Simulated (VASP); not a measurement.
# CdF2 (Fm-3m) in VASP: settings compared

The runs below take CdF2 through single point, with PBE, BLYP+D3(BJ), RPBE+D4.

All numbers are computed with VASP 6.6.1; they aren't measurements. Logs are shortened: lines on timing, memory, paths and dates and some standing lists are left out, and cuts for length are marked.

### 1 The cell of the first run

The structure is cubic, space group Fm-3m (No. 225). The conventional cell has a = 5.388 Å, b = 5.388 Å, c = 5.388 Å, α = 90.00°, β = 90.00°, γ = 90.00°. Within 3.1 Å of Cd (site symmetry m-3m) lie 8 F at 2.33 Å. F (site symmetry -43m) has 4 Cd at 2.33 Å and 6 F at 2.69 Å within 3.1 Å.

### 2 Single point, PBE

INCAR reads:

```
  PREC = Accurate
  ENCUT = 520
  EDIFF = 1E-6
  ISMEAR = 0
  SIGMA = 0.03
  LREAL = False
  LASPH = True
  NELM = 100
  ALGO = Normal
  ISIF = 2
  LWAVE = False
  LCHARG = False
  GGA = PE
  NBANDS = 20
```

KPOINTS reads:

```
Automatic mesh
0
Gamma
  9 9 9
```

POSCAR reads:

```
CdF2
1.0
    0.0000000000      2.6940000000      2.6940000000
    2.6940000000      0.0000000000      2.6940000000
    2.6940000000      2.6940000000      0.0000000000
Cd F
1 2
Direct
    0.0000000000      0.0000000000      0.0000000000
    0.7500000000      0.7500000000      0.7500000000
    0.2500000000      0.2500000000      0.2500000000
```

Potentials or basis: VASP PAW PBE potentials, release 64 (Cd, F).

On the command line:

```sh
$ cat potpaw_PBE.64/Cd/POTCAR potpaw_PBE.64/F/POTCAR > POTCAR
$ mpirun -np 1 vasp_std > vasp.out
```

OUTCAR:

```text
PREC = Accurate
   ENCUT = 520
   EDIFF = 1E-6
   ISMEAR = 0
   LREAL = False
   LASPH = True
   NELM = 100
   ISIF = 2
   GGA = PE

 ion  position               nearest neighbor table
   1  0.000  0.000  0.000-   2 2.33   2 2.33   2 2.33   2 2.33   3 2.33   3 2.33   3 2.33   3 2.33

   2  0.750  0.750  0.750-   1 2.33   1 2.33   1 2.33   1 2.33
   3  0.250  0.250  0.250-   1 2.33   1 2.33   1 2.33   1 2.33

  LATTYP: Found a face centered cubic cell.
 ALAT       =     5.3880000000

  Lattice vectors:

 A1 = (   0.0000000000,   2.6940000000,   2.6940000000)
 A2 = (   2.6940000000,   0.0000000000,   2.6940000000)
 A3 = (   2.6940000000,   2.6940000000,   0.0000000000)

Analysis of symmetry for initial positions (statically):
=====================================================================
 Subroutine PRICEL returns:
 Original cell was already a primitive cell.

 Routine SETGRP: Setting up the symmetry group for a
 face centered cubic supercell.

 Subroutine GETGRP returns: Found 48 space group operations
 (whereof 48 operations were pure point group operations)
 out of a pool of 48 trial point group operations.

The static configuration has the point symmetry O_h .

Analysis of symmetry for dynamics (positions and initial velocities):
=====================================================================
 Subroutine PRICEL returns:
 Original cell was already a primitive cell.

 Routine SETGRP: Setting up the symmetry group for a
 face centered cubic supercell.

 Subroutine GETGRP returns: Found 48 space group operations
 (whereof 48 operations were pure point group operations)
 out of a pool of 48 trial point group operations.

The dynamic configuration has the point symmetry O_h .

 Subroutine INISYM returns: Found 48 space group operations
 (whereof 48 operations are pure point group operations),
 and found     1 'primitive' translations

----------------------------------------------------------------------------------------

                                     Primitive cell

  volume of cell :      39.1041

  direct lattice vectors                    reciprocal lattice vectors
     0.000000000  2.694000000  2.694000000    -0.185597624  0.185597624  0.185597624
     2.694000000  0.000000000  2.694000000     0.185597624 -0.185597624  0.185597624
     2.694000000  2.694000000  0.000000000     0.185597624  0.185597624 -0.185597624

  length of vectors
     3.809891337  3.809891337  3.809891337     0.321464515  0.321464515  0.321464515

  position of ions in fractional coordinates (direct lattice)
     0.000000000  0.000000000  0.000000000
     0.750000000  0.750000000  0.750000000
     0.250000000  0.250000000  0.250000000

  ion indices of the primitive-cell ions
   primitive index   ion index
                 1           1
                 2           2
                 3           3

----------------------------------------------------------------------------------------

 KPOINTS: Automatic mesh

Automatic generation of k-mesh.
 Grid dimensions read from file:
 generate k-points for:    9    9    9

 Generating k-lattice:

  Cartesian coordinates                     Fractional coordinates (reciprocal lattice)
    -0.020621958  0.020621958  0.020621958     0.111111111  0.000000000  0.000000000
     0.020621958 -0.020621958  0.020621958     0.000000000  0.111111111  0.000000000
     0.020621958  0.020621958 -0.020621958     0.000000000  0.000000000  0.111111111

  Length of vectors
     0.035718279  0.035718279  0.035718279

  Shift w.r.t. Gamma in fractional coordinates (k-lattice)
     0.000000000  0.000000000  0.000000000

 Subroutine IBZKPT returns following result:
 ===========================================

 Found     35 irreducible k-points:

 Following reciprocal coordinates:
            Coordinates               Weight
  0.000000  0.000000  0.000000      1.000000
  0.111111  0.000000  0.000000      8.000000
  0.222222  0.000000  0.000000      8.000000
  0.333333  0.000000  0.000000      8.000000
  0.444444  0.000000  0.000000      8.000000
  0.111111  0.111111  0.000000      6.000000
[... 16 lines left out ...]
 -0.333333  0.333333  0.000000     12.000000
  0.444444  0.444444  0.000000      6.000000
 [... further k-points ...]
   k-points           NKPTS =     35   k-points in BZ     NKDIM =     35   number of bands    NBANDS=     20
   number of dos      NEDOS =    301   number of ions     NIONS =      3
   total plane-waves  NPLWV =  21952
   dimension x,y,z NGX =    28 NGY =   28 NGZ =   28
   dimension x,y,z NGXF=    56 NGYF=   56 NGZF=   56
   ions per type =               1   2
   NGX,Y,Z   is equivalent  to a cutoff of  12.22, 12.22, 12.22 a.u.
   NGXF,Y,Z  is equivalent  to a cutoff of  24.44, 24.44, 24.44 a.u.
 SYSTEM =  unknown system
   PREC   = accura    normal or accurate (medium, high low for compatibility)
   ISTART =      0    job   : 0-new  1-cont  2-samecut
   ICHARG =      2    charge: 1-file 2-atom 10-const
   ISPIN  =      1    spin polarized calculation?
   LNONCOLLINEAR =      F non collinear calculations
   LSORBIT =      F    spin-orbit coupling
   LASPH  =      T    aspherical Exc in radial PAW
   ENCUT  =  520.0 eV  38.22 Ry    6.18 a.u.   7.08  7.08  7.08*2*pi/ulx,y,z
   NELM   =    100;   NELMIN=  2; NELMDL= -5     # of ELM steps
   EDIFF  = 0.1E-05   stopping-criterion for ELM
   LREAL  =      F    real-space projection
   EDIFFG = 0.1E-04   stopping-criterion for IOM
   NSW    =      0    number of steps for IOM
   IBRION =     -1    ionic relax: 0-MD 1-quasi-New 2-CG
   NFREE  =      0    steps in history (QN), initial steepest desc. (CG)
   ISIF   =      2    stress and relaxation
   ISYM   =      2    0-nonsym 1-usesym 2-fastsym
   POTIM  = 0.5000    time-step for ionic-motion
   TEBEG  =    0.0;   TEEND  =   0.0 temperature during run
   PSTRESS=    0.0 pullay stress
   NELECT =      26.0000    total number of electrons
   NUPDOWN=      -1.0000    fix difference up-down
   EMIN   =  10.00;   EMAX   =-10.00  energy-range for DOS
   EFERMI =   0.00;   METHOD = LEGACY
   ISMEAR =     0;   SIGMA  =   0.03  broadening in eV -4-tet -1-fermi 0-gaus
   EFERMI_NEDOS =   21; number of points for ismear=-14 and -15
   IALGO  =     38    algorithm
   IMIX   =      4    mixing-type and parameters
     AMIX     =   0.40;   BMIX     =  1.00
     AMIX_MAG =   1.60;   BMIX_MAG =  1.00
  volume/ion in A,a.u.               =      13.03        87.96
  Fermi-wavevector in a.u.,A,eV,Ry     =   1.428867  2.700166 27.778468  2.041660
  Thomas-Fermi vector in A             =   2.548882
   LORBIT       =      0    0 simple, 1 ext, 2 COOP (PROOUT), +10 PAW based schemes
   GGA     = PE    functional components
   LHFCALC =     F    Hartree Fock is set to
   AEXX    =    0.0000 exact exchange contribution
   IVDW    =     0    specifies the selected vdW correction
   LEPSILON=     F    determine dielectric tensor
   LRPA    =     F    only Hartree local field effects (RPA)
 non-spin polarized calculation
 Gauss-broadening in eV      SIGMA  =   0.03
  energy-cutoff  :      520.00
  volume of cell :       39.10
 maximum number of plane-waves:      1067
   NGX = 15   NGY = 15   NGZ = 15

 number of electron      25.9999990 magnetization

 Free energy of the ion-electron system (eV)
  ---------------------------------------------------
  ext. energy  EPLUGINS =         0.00000000
  ---------------------------------------------------
  free energy    TOTEN  =       -10.85931704 eV

  energy without entropy =      -10.85931704  energy(sigma->0) =      -10.85931704

 E-fermi :  -1.1287     XC(G=0): -10.4121

 val. band max:       -1.3402559582   @ k =  -0.3333   0.4444   0.2222
 cond. band min:       1.7564545244   @ k =   0.0000   0.0000   0.0000
 fundamental gap:      3.0967104827
 Fermi energy:        -1.1286691618

 k-point     1 :       0.0000    0.0000    0.0000
  band No.  band energies     occupation
      1     -22.1168      2.00000
      2     -21.0120      2.00000
      3      -6.9269      2.00000
      4      -6.9269      2.00000
      5      -6.9269      2.00000
      6      -5.7193      2.00000
[... 12 lines left out ...]
     19      18.5864      0.00000
     20      18.5864      0.00000

 k-point     2 :       0.1111    0.0000    0.0000
  band No.  band energies     occupation
      1     -22.0768      2.00000
      2     -21.0464      2.00000
      3      -6.8797      2.00000
      4      -6.8797      2.00000
      5      -6.7952      2.00000
      6      -5.7340      2.00000
[... 12 lines left out ...]
     19      18.2583      0.00000
     20      18.2583      0.00000

 k-point     3 :       0.2222    0.0000    0.0000
  band No.  band energies     occupation
      1     -21.9680      2.00000
      2     -21.1437      2.00000
      3      -6.7640      2.00000
      4      -6.7640      2.00000
      5      -6.4327      2.00000
      6      -5.7528      2.00000
[... 12 lines left out ...]
     19      17.6597      0.00000
     20      18.2219      0.00000

 k-point     4 :       0.3333    0.0000    0.0000
  band No.  band energies     occupation
      1     -21.8118      2.00000
      2     -21.2844      2.00000
      3      -6.6494      2.00000
      4      -6.6494      2.00000
      5      -5.9401      2.00000
      6      -5.7245      2.00000
[... 12 lines left out ...]
     19      17.1721      0.00000
     20      18.0078      0.00000

 k-point     5 :       0.4444    0.0000    0.0000
  band No.  band energies     occupation
      1     -21.6386      2.00000
      2     -21.4451      2.00000
      3      -6.5932      2.00000
      4      -6.5932      2.00000
      5      -5.6609      2.00000
      6      -5.6609      2.00000
[... 12 lines left out ...]
     19      16.9092      0.00000
     20      17.5234      0.00000
[... 353 lines left out ...]
      6      -5.6296      2.00000
[... 12 lines left out ...]
     19      18.9031      0.00000
     20      19.6504      0.00000

 k-point    22 :      -0.4444    0.3333    0.0000
  band No.  band energies     occupation
      1     -21.6015      2.00000
      2     -21.4414      2.00000
      3      -6.5146      2.00000
      4      -6.1311      2.00000
      5      -5.9044      2.00000
      6      -5.7167      2.00000
[... 12 lines left out ...]
     19      19.3265      0.00000
     20      19.5170      0.00000

 k-point    23 :      -0.3333    0.3333    0.0000
  band No.  band energies     occupation
      1     -21.5347      2.00000
      2     -21.5149      2.00000
      3      -6.4659      2.00000
      4      -6.1837      2.00000
      5      -5.8431      2.00000
      6      -5.7197      2.00000
[... 12 lines left out ...]
     19      18.1552      0.00000
     20      20.4498      0.00000

 k-point    24 :       0.4444    0.4444    0.0000
  band No.  band energies     occupation
      1     -21.6636      2.00000
      2     -21.3739      2.00000
      3      -6.6701      2.00000
      4      -6.0267      2.00000
      5      -6.0267      2.00000
      6      -5.6071      2.00000
[... 12 lines left out ...]
     19      18.2491      0.00000
     20      20.0472      0.00000

 [... further k-points ...]

------------------------ aborting loop because EDIFF is reached ----------------------------------------

  FORCE on cell =-STRESS in cart. coord.  units (eV):
  Direction    XX          YY          ZZ          XY          YZ          ZX
  --------------------------------------------------------------------------------------
  -------------------------------------------------------------------------------------
  Total        1.5142990      1.5142990      1.5142990      0.0000000     -0.0000000      0.0000000
  in kB       62.0439499     62.0439499     62.0439499      0.0000000     -0.0000000      0.0000000
  external PRESSURE =      62.0439499 kB  Pullay stress =       0.0000000 kB

 VOLUME and BASIS-vectors are now :
 -----------------------------------------------------------------------------
  energy-cutoff  :      520.00
  volume of cell :       39.10
      direct lattice vectors                 reciprocal lattice vectors
     0.000000000  2.694000000  2.694000000    -0.185597624  0.185597624  0.185597624
     2.694000000  0.000000000  2.694000000     0.185597624 -0.185597624  0.185597624
     2.694000000  2.694000000  0.000000000     0.185597624  0.185597624 -0.185597624

 POSITION                                       TOTAL-FORCE (eV/Angst)
 -----------------------------------------------------------------------------------
      0.00000      0.00000      0.00000         0.000000     -0.000000      0.000000
      4.04100      4.04100      4.04100         0.000000      0.000000      0.000000
      1.34700      1.34700      1.34700        -0.000000     -0.000000     -0.000000
 -----------------------------------------------------------------------------------
    total drift:                                0.000000      0.000000      0.000000

  FREE ENERGIE OF THE ION-ELECTRON SYSTEM (eV)
  ---------------------------------------------------
  free  energy   TOTEN  =       -10.8593170431 eV

  energy  without entropy=      -10.8593170431  energy(sigma->0) =      -10.85931704
```

It took 12 s on 1 thread of Intel Xeon 6975P-C (Granite Rapids), shared host; peak memory 0.16 GiB.

What came out:

* Free energy: -10.8593 eV
* Pressure: 6.2 GPa
* Band gap on the k mesh: 3.10 eV (least direct gap 3.57 eV)

Caveat: the cell stands under pressure; an odd mesh through Γ misses points on the zone boundary, where band edges can lie.

(Continued in part 2 of 3.)
